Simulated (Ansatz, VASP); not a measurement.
# Two plane-wave programs on MgC

The input INCAR:

```
SYSTEM = MgC
PREC = Accurate
ENCUT = 520
EDIFF = 1E-6
ISMEAR = 0
SIGMA = 0.1
LREAL = .False.
LASPH = .True.
NELM = 100
ALGO = Normal
ISIF = 2
LWAVE = .False.
LCHARG = .False.
GGA = PE
NBANDS = 14
```

File KPOINTS:

```
Automatic mesh
0
Gamma
  6 6 4
  0 0 0
```

File POSCAR:

```
MgC
1.0
    3.4967814579      0.0000000000      0.0000000000
    0.0000000000      2.6184172815      0.0000000000
   -1.1072884609      0.0000000000      5.6085771753
Mg C
2 2
Direct
    0.1257495862      0.7500000000      0.2712906835
    0.8742504138      0.2500000000      0.7287093165
    0.5545804953      0.7500000000      0.9540467269
    0.4454195047      0.2500000000      0.0459532731
```

Input for Ansatz:

```yaml
crystal:
  lattice:
    - [3.4967814579, 0.0, 0.0]
    - [0.0, 2.6184172815, 0.0]
    - [-1.1072884609, 0.0, 5.6085771753]
  atoms:
    - { symbol: Mg, position: [0.1257495862, 0.75, 0.2712906835] }
    - { symbol: Mg, position: [0.8742504138, 0.25, 0.7287093165] }
    - { symbol: C, position: [0.5545804953, 0.75, 0.9540467269] }
    - { symbol: C, position: [0.4454195047, 0.25, 0.0459532731] }
basis:
  ecutwfc: 420
kpoints:
  mp_grid: { grid: [6, 6, 4] }
hamiltonian:
  xc: pbe
scf:
  occupations: { method: gaussian, width: 0.1 }
  lower_state_search: "off"
output:
  forces: true
  stress: true
  eigenvalues: true
```

Change from the starting cell: the structure that the rattled CrB type (Cmcm, No. 63) fell into.

Alike in both runs: task single point; functional PBE; k mesh 6 × 6 × 4; occupations gaussian, width 0.1 eV; no spin polarisation.

|  | VASP | Ansatz |
| --- | --- | --- |
| version | VASP 6.6.1 | Ansatz 0.2.0 |
| potentials or method | VASP PAW PBE potentials, release 64 (Mg, C), cutoff 520 eV | scalar-relativistic, plane waves, PAW |
| valence electrons in the cell | 12 | 28 |

VASP gave:

| Property | Result |
| --- | --- |
| gap on the k mesh at the Fermi level (eV) | none |
| pressure (GPa) | 0.1 |
| traceless stress, the component that is largest in VASP (GPa) | -1.76 |
| rms of the force components (eV/Å) | 0.091 |

**Question.** Estimate Ansatz's values.

**Answer.** gap on the k mesh at the Fermi level (eV): none; pressure (GPa): 0.1; traceless stress, the component that is largest in VASP (GPa): -2.02; rms of the force components (eV/Å): 0.093.

Atom by atom the forces differ by 0.012 eV/Å (rms over components). A gap of «none» marks a metal or a gap that the smearing closes. The functional is the same, so the differences come from potentials, cutoffs and numerics. VASP's potentials hold 12 valence electrons a cell and Ansatz's 28, so a difference there can come from the potentials and not from the codes.

The k mesh is coarse, so the values compare programs but aren't converged.
